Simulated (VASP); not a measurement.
Here is a VASP 6.6.1 calculation.

Contents of INCAR:

```
PREC = Accurate
ENCUT = 520
EDIFF = 1E-6
ISMEAR = -1
SIGMA = 0.05
LREAL = False
LASPH = True
NELM = 150
ALGO = Normal
ISIF = 2
LWAVE = False
LCHARG = False
ISPIN = 2
MAGMOM = 0 2.5 0 0
LORBIT = 11
LMAXMIX = 4
GGA = PE
NBANDS = 30
```

File KPOINTS:

```
regular mesh
0
Gamma
  8 8 8
```

Contents of POSCAR:

```
TlNiS2
1.0
    1.8872841500      1.0896240100      6.8515616300
   -1.8872841500      1.0896240100      6.8515616300
    0.0000000000     -2.1792480200      6.8515616300
Tl Ni S
1 1 2
Direct
    0.5000000000      0.5000000000      0.5000000000
    0.0000000000      0.0000000000      0.0000000000
    0.2667000000      0.2667000000      0.2667000000
    0.7333000000      0.7333000000      0.7333000000
```

Potentials or basis: VASP PAW PBE potentials, release 64 (Tl_d, Ni, S).

Launch:

```bash
$ cat potpaw_PBE.64/Tl_d/POTCAR potpaw_PBE.64/Ni/POTCAR potpaw_PBE.64/S/POTCAR > POTCAR
$ mpirun -np 1 vasp_std > vasp.out
```

Task: What does it give for the largest force?

Result: 1.182 eV/Å.

Task: Estimate the net moment.

Result: 1.15 μB per cell.

Forces in eV/Å, atoms in the order of the input:
```
Tl   0.000  0.000  0.000
Ni   0.000  0.000  0.000
S    0.000  0.000  1.182
S    0.000  0.000 -1.182
```

Caveat: a cell with one magnetic atom can't hold antiferromagnetic order, which such compounds often take; forces of over 1 eV/Å act on the atoms, so gaps and moduli don't describe the material at rest.
